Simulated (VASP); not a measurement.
A run of VASP 6.6.1 is set up as follows.

The input POSCAR:

```
NaCl
1.0
    3.4605607326      0.0000000000      0.0000000000
    0.0000000000      3.4605607326      0.0000000000
    0.0000000000      0.0000000000      3.4605607326
Na Cl
1 1
Direct
    0.0000000000      0.0000000000      0.0000000000
    0.5000000000      0.5000000000      0.5000000000
```

File INCAR.step1:

```
SYSTEM = NaCl
ALGO = Normal
EDIFF = 1E-5
ENCUT = 550
GGA = PE
GGA_COMPAT = .False.
ISMEAR = -1
LASPH = .True.
LCHARG = .False.
LREAL = .False.
LWAVE = .True.
NBANDS = 14
NELM = 120
PREC = Accurate
SIGMA = 0.01
```

Contents of INCAR.step2:

```
SYSTEM = NaCl
ALGO = Normal
EDIFF = 1E-6
ENCUT = 550
GGA_COMPAT = .False.
ISIF = 2
ISMEAR = -1
ISTART = 1
LASPH = .True.
LCHARG = .True.
LELF = .True.
LMIXTAU = .True.
LREAL = .False.
LVHAR = .True.
LWAVE = .False.
METAGGA = R2SCAN
NBANDS = 14
NELM = 120
PREC = Accurate
SIGMA = 0.01
```

KPOINTS

```
k-points
0
Gamma
  6 6 6
  0 0 0
```

Potentials or basis: VASP PAW PBE potentials, release 64 (Na_pv, Cl).

Run with:

```bash
$ cat potpaw_PBE.64/Na_pv/POTCAR potpaw_PBE.64/Cl/POTCAR > POTCAR
$ cp INCAR.step1 INCAR
$ mpirun -np 1 vasp_std > vasp.out
$ cp INCAR.step2 INCAR
$ mpirun -np 1 vasp_std > vasp.out
```

Question: Estimate the pressure.

Answer: -0.3 GPa.

Question: Predict the band gap on the k mesh.

Answer: 4.95 eV (least direct gap 5.48 eV).

Caveat: the PAW data sets were made with another functional, which shifts forces and pressure a little. A k mesh can miss the band edges.
